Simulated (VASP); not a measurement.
Write the native input for VASP 6.6.1 that does the following.

| Property | Result |
| --- | --- |
| Task | single point |
| Functional | PBEsol |
| Potentials or basis | VASP PAW PBE potentials, release 64 (Cu, I) |
| Cutoff | 520 eV |
| k mesh | 6 × 6 × 6 |
| Occupations | gaussian, width 0.01 eV |
| Spin | no spin polarisation |
| Dipole correction | no |
| Further INCAR settings | ALGO = Normal; EDIFF = 1e-06; NBANDS = 16 |

The structure of CuI (Marshite) lies in POSCAR:

```
CuI
1.0
    2.9843883987      2.9843883987      0.0000000000
   -2.9843883987      2.9843883987      0.0000000000
    0.0000000000      2.9843883987      2.9505861068
Cu I
1 1
Direct
    0.7500000000      0.2500000000      0.5000000000
    0.0000000000      0.0000000000      0.0000000000
```

This cell differs from its parent crystal: in-plane strain +0.005, then relaxed in part.

The input as run:

INCAR

```
SYSTEM = CuI
PREC = Accurate
ENCUT = 520
EDIFF = 1E-6
ISMEAR = 0
SIGMA = 0.01
LREAL = .FALSE.
LASPH = .TRUE.
NELM = 100
ALGO = Normal
ISIF = 2
LWAVE = .FALSE.
LCHARG = .TRUE.
GGA = PS
LELF = .TRUE.
LVHAR = .TRUE.
NBANDS = 16
```

KPOINTS

```
regular mesh
0
G
  6 6 6
  0 0 0
```

Potentials or basis: VASP PAW PBE potentials, release 64 (Cu, I).

Run with:

```console
$ cat potpaw_PBE.64/Cu/POTCAR potpaw_PBE.64/I/POTCAR > POTCAR
$ mpirun -np 1 vasp_std > vasp.out
```

It gave:

```json
{"Pressure": "0.3 GPa", "Band gap on the k mesh": "1.17 eV, direct"}
```

Caveat: the cell differs from its parent crystal (in-plane strain +0.005, then relaxed in part); the PAW data sets were made with another functional, which shifts forces and pressure a little; spin-orbit coupling is left out, which moves the levels of the heavy elements.

Run time: 9.7 s on 1 thread of Intel(R) Xeon(R) 6975P-C (Granite Rapids), on a shared host, peak memory 0.19 GiB.
